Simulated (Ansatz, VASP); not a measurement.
# SiAg2HgSe4 in VASP and in Ansatz

```
CELL_PARAMETERS angstrom
-3.07603 3.07603 5.80694
3.07603 -3.07603 5.80694
3.07603 3.07603 -5.80694
ATOMIC_POSITIONS crystal
Ag 0.00000 0.00000 0.00000
Ag 0.75000 0.25000 0.50000
Hg 0.25000 0.75000 0.50000
Si 0.50000 0.50000 0.00000
Se 0.16161 0.60665 0.99372
Se 0.39335 0.38708 0.55496
Se 0.61292 0.16789 0.00628
Se 0.83211 0.83839 0.44504
```

Alike in both runs: task single point; functional r2SCAN; k mesh 6 × 6 × 6; no spin polarisation.

|  | VASP | Ansatz |
| --- | --- | --- |
| version | VASP 6.6.1 | Ansatz 0.2.0 |
| potentials or method | VASP PAW PBE potentials, release 64 (Ag, Hg, Si, Se) | plane waves, PAW |
| plane-wave cutoff (eV) | 520 | 500 |
| occupations | gaussian, width 0.01 eV | fixed |
| valence electrons in the cell | 62 | 126 |

```tsv
	VASP	Ansatz	Ansatz less VASP
gap on the k mesh at the Fermi level (eV)	0.56	0.58	+0.020
pressure (GPa)	-2.9	-2.9	+0.01
traceless stress, the component that is largest in VASP (GPa)	0.13	0.13	-0.007
rms of the force components (eV/Å)	0.096	0.095	-0.0015
```

VASP's potentials were made for PBE, not for r2SCAN. Atom by atom the forces differ by 0.011 eV/Å (rms over components). VASP's potentials hold 62 valence electrons a cell and Ansatz's 126, so a difference there can come from the potentials and not from the codes.

Spin-orbit coupling is off throughout.
